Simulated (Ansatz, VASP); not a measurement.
**One calculation of FePt, two programs**

Contents of INCAR:

```
PREC = Accurate
ENCUT = 600
EDIFF = 1E-6
ISMEAR = -1
SIGMA = 0.05
LREAL = F
LASPH = T
NELM = 150
ALGO = Normal
ISIF = 3
LWAVE = F
LCHARG = F
ISPIN = 2
MAGMOM = 0 3
LORBIT = 11
LMAXMIX = 4
GGA = RP
IBRION = 2
NSW = 60
EDIFFG = -0.01
```

File KPOINTS:

```
regular mesh
0
Gamma
  10 10 7
```

Contents of POSCAR:

```
FePt
1.0
    2.7235000000      0.0000000000      0.0000000000
    0.0000000000      2.7235000000      0.0000000000
    0.0000000000      0.0000000000      3.7200000000
Pt Fe
1 1
Direct
    0.5000000000      0.5000000000      0.5000000000
    0.0000000000      0.0000000000      0.0000000000
```

Contents of input.yaml:

```yaml
crystal:
  lattice:
    - [2.7235, 0.0, 0.0]
    - [0.0, 2.7235, 0.0]
    - [0.0, 0.0, 3.72]
  atoms:
    - { symbol: Pt, position: [0.5, 0.5, 0.5] }
    - { symbol: Fe, position: [0.0, 0.0, 0.0], spin: 3.0 }
hamiltonian:
  xc: rpbe
  pseudopotentials: { kind: paw }
magnetization:
  spin_polarized: true
kpoints:
  mp_grid: { grid: [10, 10, 7] }
scf:
  occupations: { method: fermi_dirac, width: 0.05 }
output:
  forces: true
  stress: true
  eigenvalues: true
  write_density: true
  write_potential: true
  elf: true
  volumetric_format: npy
relax:
  f_tol: 0.01
  max_steps: 40
  cell: { stress_tol: 0.05 }
```

Alike in both runs: task relaxation of cell and atoms; functional RPBE; k mesh 10 × 10 × 7; occupations fermi-dirac, width 0.05 eV; collinear spin.

```csv
,VASP,Ansatz
version,VASP 6.6.1,Ansatz 0.2.0
potentials or method,"VASP PAW PBE potentials, release 64 (Pt, Fe)",Ansatz PAW
plane-wave cutoff (eV),600,420
valence electrons in the cell,18,34
```

Ansatz gave:

| Quantity | Value |
| --- | --- |
| gap on the k mesh at the Fermi level, each at its own relaxed structure (eV) | none |
| net moment per atom (μB) | 1.69 |
| size of the moment on the site where the two differ most (μB) | 0.40 |
| relaxed volume (Å³/atom) | 14.38 |
| relaxed length of the cell vector where the two differ most in proportion (Å) | 2.760 |

**Question.** Which values does VASP return?

**Answer.** gap on the k mesh at the Fermi level, each at its own relaxed structure (eV): none; net moment per atom (μB): 1.69; size of the moment on the site where the two differ most (μB): 0.34; relaxed volume (Å³/atom): 14.35; relaxed length of the cell vector where the two differ most in proportion (Å): 2.757.

VASP's potentials were made for PBE, not for RPBE. Site moments also hang on the region over which each program counts them. A gap of «none» marks a metal or a gap that the smearing closes. VASP's potentials hold 18 valence electrons a cell and Ansatz's 34, so a difference there can come from the potentials and not from the codes.

Spin-orbit coupling is off throughout. Noted on Ansatz's run: the plane-wave basis is chosen anew once the cell has moved, so the energies of steps on either side of that aren't comparable.
